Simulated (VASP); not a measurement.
Input of a VASP 6.6.1 run:

The input INCAR:

```
SYSTEM = HfO2
PREC = Accurate
ENCUT = 520
EDIFF = 1E-7
ISMEAR = 0
SIGMA = 0.02
LREAL = .FALSE.
LASPH = .TRUE.
NELM = 150
ALGO = Normal
ISIF = 2
LWAVE = .FALSE.
LCHARG = .FALSE.
MAGMOM = 0 0 0 0 0 0 0 0 0
LORBIT = 11
LSORBIT = .TRUE.
GGA_COMPAT = .FALSE.
LORBMOM = .TRUE.
LMAXMIX = 4
GGA = PE
NBANDS = 35
```

The input KPOINTS:

```
regular mesh
0
G
  8 8 8
  0 0 0
```

Contents of POSCAR:

```
HfO2
1.0
    0.0000000000      2.5488307096      2.5488307096
    2.5488307096      0.0000000000      2.5488307096
    2.5488307096      2.5488307096      0.0000000000
Hf O
1 2
Direct
    0.0000000000      0.0000000000      0.0000000000
    0.7500000000      0.7500000000      0.7500000000
    0.2500000000      0.2500000000      0.2500000000
```

Potentials or basis: VASP PAW PBE potentials, release 64 (Hf_pv, O).

Command:

```console
$ cat potpaw_PBE.64/Hf_pv/POTCAR potpaw_PBE.64/O/POTCAR > POTCAR
$ mpirun -np 1 vasp_ncl > vasp.out
```

Problem. What does it give for the pressure?

Solution. -3.5 GPa.

Problem. Estimate the net moment.

Solution. 0.00 μB per cell.

Moments on the atoms (μB; x, y, z):
```
Hf  0.00 0.00 0.00
O   0.00 0.00 0.00
O   0.00 0.00 0.00
```

Caveat: the cell stands under tension.
